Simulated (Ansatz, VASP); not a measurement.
**Two plane-wave programs on SiC**

File INCAR:

```
PREC     = Accurate       # precision mode
ENCUT    = 520            # plane-wave cutoff, eV
EDIFF    = 1E-7           # SCF threshold, eV
ISMEAR   = 0              # smearing method
SIGMA    = 0.02           # smearing width, eV
LREAL    = F              # projectors in reciprocal space
LASPH    = T              # aspherical terms in the spheres
NELM     = 120            # most SCF steps
ALGO     = Normal         # electronic algorithm
ISIF     = 2              # what is computed and relaxed
LWAVE    = F              # write WAVECAR
LCHARG   = F              # write CHGCAR
IBRION   = 2              # ionic algorithm
NSW      = 60             # ionic steps
EDIFFG   = -0.002         # ionic threshold
GGA_COMPAT= F            
NELMIN   = 4
```

File KPOINTS:

```
regular mesh
0
Gamma
  10 10 10
```

File POSCAR:

```
SiC
1.0
    0.0000000000      2.1861290539      2.1451151163
    2.1861290539      0.0000000000      2.1451151163
    2.1861290539      2.1861290539      0.0000000000
Si C
1 1
Direct
    0.0000000000      0.0000000000      0.0000000000
    0.2500000000      0.2500000000      0.2500000000
```

Input for Ansatz:

```yaml
crystal:
  lattice:
    - [0.0, 2.1861290539, 2.1451151163]
    - [2.1861290539, 0.0, 2.1451151163]
    - [2.1861290539, 2.1861290539, 0.0]
  atoms:
    - { symbol: Si, position: [0.0, 0.0, 0.0] }
    - { symbol: C, position: [0.25, 0.25, 0.25] }
basis:
  ecutwfc: 420
kpoints:
  mp_grid: { grid: [10, 10, 10] }
hamiltonian:
  xc: lda
  pseudopotentials: { kind: paw }
scf:
  occupations: { method: gaussian, width: 0.02 }
output:
  forces: true
  stress: true
  eigenvalues: true
relax:
  adjacent_minimum: "off"
  f_tol: 0.002
  max_steps: 40
```

Change from the starting cell: strained cell.

Alike in both runs: task relaxation of the atoms; functional LDA; k mesh 10 × 10 × 10; occupations gaussian, width 0.02 eV; no spin polarisation.

|  | VASP | Ansatz |
| --- | --- | --- |
| version | VASP 6.6.1 | Ansatz 0.2.0 |
| potentials or method | VASP PAW LDA potentials, release 64 (Si, C), cutoff 520 eV | scalar-relativistic, plane waves, PAW |
| valence electrons in the cell | 8 | 8 |

```csv
,VASP,Ansatz,Ansatz less VASP
"gap on the k mesh at the Fermi level, each at its own relaxed structure (eV)",1.10,1.11,+0.013
```

LDA's correlation is that of Perdew and Zunger in VASP and of Perdew and Wang (1992) in Ansatz. Ansatz's warnings: stress scf threshold loose.

Noted on VASP's run: the relaxation stopped at its first step, so nothing moved.
